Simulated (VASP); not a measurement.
# MgH2 (P4_2) in VASP: notebook

The runs below take MgH2 through single point, relaxation of cell and atoms, with PBE.

Everything below comes from runs of VASP 6.6.1. Logs are shortened: lines on timing, memory, paths and dates and some standing lists are left out, and cuts for length are marked.

### Step 1. The cell of the first run

It takes space group P4_2 (No. 77, tetragonal). The conventional cell has a = 4.437 Å, b = 4.437 Å, c = 3.045 Å, α = 90.00°, β = 90.00°, γ = 90.00°. Within 1.6 Å of Mg (site symmetry 2) lie 2 H at 1.22 Å. Within 1.6 Å of H (site symmetry 1) lie 1 Mg at 1.22 Å.

### Step 2. Single point, PBE

The input, INCAR:

```
PREC = Accurate ; ENCUT = 520
EDIFF = 1E-6 ; ISMEAR = 0
SIGMA = 0.1 ; LREAL = F
LASPH = T ; NELM = 100
ALGO = Normal ; ISIF = 2
LWAVE = F ; LCHARG = F
GGA = PE ; NBANDS = 13
```

The input, KPOINTS:

```
regular mesh
0
Gamma
  4 4 6
```

The input, POSCAR:

```
MgH2
1.0
    4.4372955600      0.0000000000      0.0000000000
    0.0000000000      4.4372955600      0.0000000000
    0.0000000000      0.0000000000      3.0452105400
Mg H
2 4
Direct
    0.5000000000      0.0000000000      0.7272319400
    0.0000000000      0.5000000000      0.2272319400
    0.6552929200      0.1977829700      0.8863840300
    0.8022170300      0.6552929200      0.3863840300
    0.3447070800      0.8022170300      0.8863840300
    0.1977829700      0.3447070800      0.3863840300
```

Potentials or basis: VASP PAW PBE potentials, release 64 (Mg, H).

The run is started by

```bash
$ cat potpaw_PBE.64/Mg/POTCAR potpaw_PBE.64/H/POTCAR > POTCAR
$ mpirun -np 1 vasp_std > vasp.out
```

OUTCAR:

```text
PREC = Accurate
   ENCUT = 520
   EDIFF = 1E-6
   ISMEAR = 0
   LREAL = F
   LASPH = T
   NELM = 100
   ISIF = 2
   GGA = PE

 ion  position               nearest neighbor table
   1  0.500  0.000  0.727-   3 1.22   5 1.22   2 3.49   2 3.49   2 3.49   2 3.49   2 3.49   2 3.49
                             2 3.49   2 3.49
   2  0.000  0.500  0.227-   4 1.22   6 1.22   1 3.49   1 3.49   1 3.49   1 3.49   1 3.49   1 3.49
                             1 3.49   1 3.49
   3  0.655  0.198  0.886-   1 1.22
   4  0.802  0.655  0.386-   2 1.22
   5  0.345  0.802  0.886-   1 1.22
   6  0.198  0.345  0.386-   2 1.22

  LATTYP: Found a simple tetragonal cell.
 ALAT       =     4.4372955600
 C/A-ratio  =     0.6862762462

  Lattice vectors:

 A1 = (   4.4372955600,   0.0000000000,   0.0000000000)
 A2 = (   0.0000000000,   4.4372955600,   0.0000000000)
 A3 = (   0.0000000000,   0.0000000000,   3.0452105400)

Analysis of symmetry for initial positions (statically):
=====================================================================
 Subroutine PRICEL returns:
 Original cell was already a primitive cell.

 Routine SETGRP: Setting up the symmetry group for a
 simple tetragonal supercell.

 Subroutine GETGRP returns: Found  4 space group operations
 (whereof  2 operations were pure point group operations)
 out of a pool of 16 trial point group operations.

The static configuration has the point symmetry C_2 .
 The point group associated with its full space group is C_2 .

Analysis of symmetry for dynamics (positions and initial velocities):
=====================================================================
 Subroutine PRICEL returns:
 Original cell was already a primitive cell.

 Routine SETGRP: Setting up the symmetry group for a
 simple tetragonal supercell.

 Subroutine GETGRP returns: Found  4 space group operations
 (whereof  2 operations were pure point group operations)
 out of a pool of 16 trial point group operations.

The dynamic configuration has the point symmetry C_2 .
 The point group associated with its full space group is C_2 .

 Subroutine INISYM returns: Found  4 space group operations
 (whereof  2 operations are pure point group operations),
 and found     1 'primitive' translations

----------------------------------------------------------------------------------------

                                     Primitive cell

  volume of cell :      59.9590

  direct lattice vectors                    reciprocal lattice vectors
     4.437295560  0.000000000  0.000000000     0.225362495  0.000000000  0.000000000
     0.000000000  4.437295560  0.000000000     0.000000000  0.225362495  0.000000000
     0.000000000  0.000000000  3.045210540     0.000000000  0.000000000  0.328384520

  length of vectors
     4.437295560  4.437295560  3.045210540     0.225362495  0.225362495  0.328384520

  position of ions in fractional coordinates (direct lattice)
     0.500000000  0.000000000  0.727231940
     0.000000000  0.500000000  0.227231940
     0.655292920  0.197782970  0.886384030
     0.802217030  0.655292920  0.386384030
     0.344707080  0.802217030  0.886384030
     0.197782970  0.344707080  0.386384030

  ion indices of the primitive-cell ions
   primitive index   ion index
                 1           1
                 2           2
                 3           3
                 4           4
                 5           5
                 6           6

----------------------------------------------------------------------------------------

 KPOINTS: regular mesh

Automatic generation of k-mesh.
 Grid dimensions read from file:
 generate k-points for:    4    4    6

 Generating k-lattice:

  Cartesian coordinates                     Fractional coordinates (reciprocal lattice)
     0.056340624  0.000000000  0.000000000     0.250000000  0.000000000  0.000000000
     0.000000000  0.056340624  0.000000000     0.000000000  0.250000000  0.000000000
     0.000000000  0.000000000  0.054730753     0.000000000  0.000000000  0.166666667

  Length of vectors
     0.056340624  0.056340624  0.054730753

  Shift w.r.t. Gamma in fractional coordinates (k-lattice)
     0.000000000  0.000000000  0.000000000

 Subroutine IBZKPT returns following result:
 ===========================================

 Found     24 irreducible k-points:

 Following reciprocal coordinates:
            Coordinates               Weight
  0.000000  0.000000  0.000000      1.000000
  0.250000  0.000000  0.000000      4.000000
  0.500000  0.000000  0.000000      2.000000
  0.250000  0.250000  0.000000      4.000000
  0.500000  0.250000  0.000000      4.000000
  0.500000  0.500000  0.000000      1.000000
[... 16 lines left out ...]
  0.500000  0.250000  0.500000      4.000000
  0.500000  0.500000  0.500000      1.000000
   k-points           NKPTS =     24   k-points in BZ     NKDIM =     24   number of bands    NBANDS=     13
   number of dos      NEDOS =    301   number of ions     NIONS =      6
   total plane-waves  NPLWV =  31104
   dimension x,y,z NGX =    36 NGY =   36 NGZ =   24
   dimension x,y,z NGXF=    72 NGYF=   72 NGZF=   48
   ions per type =               2   4
   NGX,Y,Z   is equivalent  to a cutoff of  13.49, 13.49, 13.10 a.u.
   NGXF,Y,Z  is equivalent  to a cutoff of  26.98, 26.98, 26.20 a.u.
 SYSTEM =  unknown system
   PREC   = accura    normal or accurate (medium, high low for compatibility)
   ISTART =      0    job   : 0-new  1-cont  2-samecut
   ICHARG =      2    charge: 1-file 2-atom 10-const
   ISPIN  =      1    spin polarized calculation?
   LNONCOLLINEAR =      F non collinear calculations
   LSORBIT =      F    spin-orbit coupling
   LASPH  =      T    aspherical Exc in radial PAW
   ENCUT  =  520.0 eV  38.22 Ry    6.18 a.u.   8.25  8.25  5.66*2*pi/ulx,y,z
   NELM   =    100;   NELMIN=  2; NELMDL= -5     # of ELM steps
   EDIFF  = 0.1E-05   stopping-criterion for ELM
   LREAL  =      F    real-space projection
   EDIFFG = 0.1E-04   stopping-criterion for IOM
   NSW    =      0    number of steps for IOM
   IBRION =     -1    ionic relax: 0-MD 1-quasi-New 2-CG
   NFREE  =      0    steps in history (QN), initial steepest desc. (CG)
   ISIF   =      2    stress and relaxation
   ISYM   =      2    0-nonsym 1-usesym 2-fastsym
   POTIM  = 0.5000    time-step for ionic-motion
   TEBEG  =    0.0;   TEEND  =   0.0 temperature during run
   PSTRESS=    0.0 pullay stress
   NELECT =       8.0000    total number of electrons
   NUPDOWN=      -1.0000    fix difference up-down
   EMIN   =  10.00;   EMAX   =-10.00  energy-range for DOS
   EFERMI =   0.00;   METHOD = LEGACY
   ISMEAR =     0;   SIGMA  =   0.10  broadening in eV -4-tet -1-fermi 0-gaus
   EFERMI_NEDOS =   21; number of points for ismear=-14 and -15
   IALGO  =     38    algorithm
   IMIX   =      4    mixing-type and parameters
     AMIX     =   0.40;   BMIX     =  1.00
     AMIX_MAG =   1.60;   BMIX_MAG =  1.00
  volume/ion in A,a.u.               =       9.99        67.44
  Fermi-wavevector in a.u.,A,eV,Ry     =   0.836540  1.580832  9.521350  0.699799
  Thomas-Fermi vector in A             =   1.950282
   LORBIT       =      0    0 simple, 1 ext, 2 COOP (PROOUT), +10 PAW based schemes
   GGA     = PE    functional components
   LHFCALC =     F    Hartree Fock is set to
   AEXX    =    0.0000 exact exchange contribution
   IVDW    =     0    specifies the selected vdW correction
   LEPSILON=     F    determine dielectric tensor
   LRPA    =     F    only Hartree local field effects (RPA)
 non-spin polarized calculation
 Gauss-broadening in eV      SIGMA  =   0.10
  energy-cutoff  :      520.00
  volume of cell :       59.96
 maximum number of plane-waves:      1640
 NGX is ok and might be reduce to    36
   NGX = 17   NGY = 17   NGZ = 11

 number of electron       7.9999999 magnetization

 Free energy of the ion-electron system (eV)
  ---------------------------------------------------
  ext. energy  EPLUGINS =         0.00000000
  ---------------------------------------------------
  free energy    TOTEN  =        -6.34310312 eV

  energy without entropy =       -6.34310312  energy(sigma->0) =       -6.34310312

 E-fermi :  -0.1936     XC(G=0):  -8.2559

 val. band max:       -0.6390219117   @ k =   0.0000   0.0000   0.5000
 cond. band min:       2.4852694488   @ k =   0.5000   0.5000   0.5000
 fundamental gap:      3.1242913605
 Fermi energy:        -0.1935550813

 k-point     1 :       0.0000    0.0000    0.0000
  band No.  band energies     occupation
      1      -6.9032      2.00000
      2      -1.8383      2.00000
      3      -1.8383      2.00000
      4      -1.0733      2.00000
      5       4.2221      0.00000
      6       4.7751      0.00000
      7       8.3151      0.00000
      8       8.3151      0.00000
      9      10.7845      0.00000
     10      11.0946      0.00000
     11      11.2923      0.00000
     12      11.7413      0.00000
     13      13.9723      0.00000

 k-point     2 :       0.2500    0.0000    0.0000
  band No.  band energies     occupation
      1      -6.4829      2.00000
      2      -3.3928      2.00000
      3      -1.6155      2.00000
      4      -0.6444      2.00000
      5       4.5197      0.00000
      6       5.8383      0.00000
      7       7.0362      0.00000
      8       8.5866      0.00000
      9      10.6484      0.00000
     10      11.3228      0.00000
     11      11.9383      0.00000
     12      12.0926      0.00000
     13      13.6051      0.00000
[... 321 lines left out ...]
 k-point    23 :       0.5000    0.2500    0.5000
  band No.  band energies     occupation
      1      -2.7633      2.00000
      2      -2.5304      2.00000
      3      -1.6585      2.00000
      4      -1.4314      2.00000
      5       2.9248      0.00000
      6       3.6825      0.00000
      7       4.7304      0.00000
      8       5.0221      0.00000
      9      10.1743      0.00000
     10      10.6891      0.00000
     11      11.4749      0.00000
     12      11.7373      0.00000
     13      14.7696      0.00000

 k-point    24 :       0.5000    0.5000    0.5000
  band No.  band energies     occupation
      1      -2.5704      2.00000
      2      -2.2032      2.00000
      3      -1.5350      2.00000
      4      -1.5350      2.00000
      5       2.4853      0.00000
      6       3.4428      0.00000
      7       3.7499      0.00000
      8       3.7499      0.00000
      9      11.9352      0.00000
     10      11.9352      0.00000
     11      12.7760      0.00000
     12      13.8286      0.00000
     13      15.5828      0.00000

------------------------ aborting loop because EDIFF is reached ----------------------------------------

  FORCE on cell =-STRESS in cart. coord.  units (eV):
  Direction    XX          YY          ZZ          XY          YZ          ZX
  --------------------------------------------------------------------------------------
  -------------------------------------------------------------------------------------
  Total       23.3554735     23.3554735      9.2587561      0.0000002      0.0000000      0.0000000
  in kB      624.0871196    624.0871196    247.4054075      0.0000051      0.0000000      0.0000000
  external PRESSURE =     498.5265489 kB  Pullay stress =       0.0000000 kB

 VOLUME and BASIS-vectors are now :
 -----------------------------------------------------------------------------
  energy-cutoff  :      520.00
  volume of cell :       59.96
      direct lattice vectors                 reciprocal lattice vectors
     4.437295560  0.000000000  0.000000000     0.225362495  0.000000000  0.000000000
     0.000000000  4.437295560  0.000000000     0.000000000  0.225362495  0.000000000
     0.000000000  0.000000000  3.045210540     0.000000000  0.000000000  0.328384520

 POSITION                                       TOTAL-FORCE (eV/Angst)
 -----------------------------------------------------------------------------------
      2.21865      0.00000      2.21457        -0.000000     -0.000000    -10.222385
      0.00000      2.21865      0.69197        -0.000000     -0.000000    -10.222385
      2.90773      0.87762      2.69923         7.531670      8.778711      5.111192
      3.55967      2.90773      1.17662        -8.778711      7.531670      5.111192
      1.52957      3.55967      2.69923        -7.531670     -8.778711      5.111192
      0.87762      1.52957      1.17662         8.778711     -7.531670      5.111192
 -----------------------------------------------------------------------------------
    total drift:                                0.000000     -0.000000     -0.000658

  FREE ENERGIE OF THE ION-ELECTRON SYSTEM (eV)
  ---------------------------------------------------
  free  energy   TOTEN  =        -6.3431031225 eV

  energy  without entropy=       -6.3431031225  energy(sigma->0) =       -6.34310312
```

Wall time 7.3 s (1 thread of Intel Xeon 6975P-C (Granite Rapids), shared host); peak memory 0.17 GiB.

What came out:

```
Free energy            : -6.3431 eV
Pressure               : 49.9 GPa
Largest force          : 12.646 eV/Å
Band gap on the k mesh : 3.12 eV, indirect (least direct gap 4.02 eV)
```

Forces on the atoms (eV/Å):
```
Mg    0.000   0.000 -10.222
Mg    0.000   0.000 -10.222
H     7.532   8.779   5.111
H    -8.779   7.532   5.111
H    -7.532  -8.779   5.111
H     8.779  -7.532   5.111
```

Stress tensor (GPa, compression positive):
```
62.41  0.00  0.00
 0.00 62.41  0.00
 0.00  0.00 24.74
```

Caveat: forces of over 1 eV/Å act on the atoms, so gaps and moduli don't describe the material at rest. PBE gaps usually lie below the measured ones, often by a third to a half.

### Step 3. Relaxation of cell and atoms, PBE

The input, INCAR:

```
PREC = Accurate
ENCUT = 600
EDIFF = 1E-6
ISMEAR = 0
SIGMA = 0.1
LREAL = False
LASPH = True
NELM = 60
ALGO = Normal
ISIF = 3
LWAVE = False
LCHARG = False
GGA = PE
IBRION = 2
NSW = 90
EDIFFG = -0.04
```

The input, KPOINTS:

```
Automatic mesh
0
Gamma
  4 4 6
```

POSCAR is that of step 2.

Potentials or basis: VASP PAW PBE potentials, release 64 (Mg, H).

The run is started by

```bash
$ cat potpaw_PBE.64/Mg/POTCAR potpaw_PBE.64/H/POTCAR > POTCAR
$ mpirun -np 1 vasp_std > vasp.out
```

It took 68 s on 1 thread of Intel Xeon 6975P-C (Granite Rapids), shared host; peak memory 0.18 GiB.

It converged, with:

- Free energy: -17.6532 eV
- Relaxed volume: 10.25 Å³/atom
- Relaxed cell: a = 4.516 Å, b = 4.516 Å, c = 3.015 Å, α = 90.00°, β = 90.00°, γ = 90.00°
- Space group after relaxing (to 0.05 Å): P4_2/mnm (No. 136)
- Energy gained by relaxing: 1884.5 meV/atom
- Ionic steps: 20
- Pressure after relaxing: -0.2 GPa
- Largest force after relaxing: 0.025 eV/Å
- Band gap on the k mesh: 3.88 eV, indirect (least direct gap 4.70 eV)

Forces in eV/Å, atoms in the order of the input:
```
Mg   0.000  0.000  0.016
Mg   0.000  0.000  0.016
H   -0.015  0.019 -0.008
H   -0.019 -0.015 -0.008
H    0.015 -0.019 -0.008
H    0.019  0.015 -0.008
```

Stress tensor (GPa, compression positive):
```
-0.18  0.00  0.00
 0.00 -0.18  0.00
 0.00  0.00 -0.32
```

Step by step:
```tsv
step	energy change (eV)	largest force (eV/Å)	pressure (GPa)	volume (Å³)
1	0.0000	12.6435	49.95	59.96
2	-9.0780	0.7205	-4.51	90.96
3	-10.1706	0.4694	-3.50	75.57
4	-10.1707	0.5217	-3.26	75.24
5	-10.3021	0.4911	-2.36	72.82
6	-10.4850	0.4571	0.96	66.76
7	-10.4879	0.5297	1.81	65.61
8	-10.5943	0.5394	1.23	65.61
9	-10.8765	0.4926	-1.01	65.57
10	-10.8620	0.4338	-4.21	65.37
11	-11.0009	0.3750	-2.86	65.51
12	-11.1099	0.2793	-2.53	63.81
13	-11.1675	0.2767	-1.40	61.78
14	-11.2179	0.2358	-0.51	60.94
15	-11.2704	0.1643	1.45	59.28
16	-11.2726	0.1469	2.10	58.78
17	-11.2963	0.0979	0.94	60.17
18	-11.3027	0.0699	0.03	61.35
19	-11.3056	0.0463	-0.08	61.42
20	-11.3069	0.0252	-0.23	61.50
```

Final structure:
```xyz
6
Lattice="4.5165 0.0000 0.0000 0.0000 4.5165 0.0000 0.0000 0.0000 3.0148" Properties=species:S:1:pos:R:3 pbc="T T T"
Mg    2.2582    0.0000    1.5052
Mg    0.0000    2.2582    3.0126
H     3.1485    0.8756    0.0011
H     3.6409    3.1485    1.5085
H     1.3680    3.6409    0.0011
H     0.8756    1.3680    1.5085
```

Levels at points of the mesh, in eV from the valence-band top:
```tsv
k point	band 1	band 2	band 3	band 4	band 5	band 6	band 7	band 8
(0.00, 0.00, 0.00)	-6.38	-1.41	-1.41	-0.41	4.78	5.05	9.17	9.17
(0.50, 0.00, 0.00)	-4.79	-4.76	-0.49	-0.46	5.36	5.37	10.05	10.13
(0.50, 0.50, 0.00)	-3.71	-3.71	-2.72	-2.65	9.06	9.06	9.12	9.29
(0.00, 0.00, 0.50)	-2.97	-2.97	-0.05	-0.05	6.33	6.33	6.84	6.84
(0.50, 0.00, 0.50)	-2.23	-2.22	-1.05	-1.02	5.17	5.23	6.82	6.86
(0.50, 0.50, 0.50)	-1.84	-1.84	-0.90	-0.90	3.88	3.89	4.22	4.22
```

A k mesh can miss the band edges. PBE gaps usually lie below the measured ones, often by a third to a half.
